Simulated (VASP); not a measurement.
Input of a VASP 6.6.1 run:

POSCAR

```
Ba2ZnC2
1.0
    0.0000000000      4.1000710000      0.0000000000
    4.1000710000      0.0000000000      0.0000000000
    2.0500350000      2.0500350000     -6.4458600000
Ba Zn C
2 1 2
Direct
    0.3443000000      0.3443000000      0.3114000000
    0.6557000000      0.6557000000      0.6886000000
    0.0000000000      0.0000000000      0.0000000000
    0.1411000000      0.1411000000      0.7178000000
    0.8589000000      0.8589000000      0.2822000000
```

INCAR.step1

```
  ALGO = Normal
  EDIFF = 1E-4
  ENCUT = 520
  GGA = PE
  ISMEAR = -1
  ISYM = 0
  LASPH = True
  LCHARG = False
  LREAL = False
  LWAVE = True
  NBANDS = 28
  NELM = 100
  PREC = Accurate
  SIGMA = 0.1
```

File INCAR.step2:

```
  ALGO = Normal
  EDIFF = 1E-7
  ENCUT = 520
  ISIF = 2
  ISMEAR = -1
  ISTART = 1
  ISYM = 0
  LASPH = True
  LCHARG = False
  LMIXTAU = True
  LREAL = False
  LWAVE = False
  METAGGA = R2SCAN
  NBANDS = 28
  NELM = 100
  PREC = Accurate
  SIGMA = 0.1
```

The input KPOINTS:

```
k-points
0
Gamma
  5 5 5
```

Potentials or basis: VASP PAW PBE potentials, release 64 (Ba_sv, Zn, C).

Command:

```sh
$ cat potpaw_PBE.64/Ba_sv/POTCAR potpaw_PBE.64/Zn/POTCAR potpaw_PBE.64/C/POTCAR > POTCAR
$ cp INCAR.step1 INCAR
$ mpirun -np 1 vasp_std > vasp.out
$ cp INCAR.step2 INCAR
$ mpirun -np 1 vasp_std > vasp.out
```

Q: Estimate the band gap on the k mesh.

A: Zero (bands 20 and 21 overlap by 1.63 eV).

Q: Estimate the pressure.

A: 9.1 GPa.

Stress tensor (GPa, compression positive):
```
 5.45  0.00  0.00
 0.00  5.45  0.00
 0.00  0.00 16.35
```

Caveat: the stress differs along the axes, from 5 to 16 GPa; the PAW data sets were made with another functional, which shifts forces and pressure a little; spin-orbit coupling is left out, which moves the levels of the heavy elements.
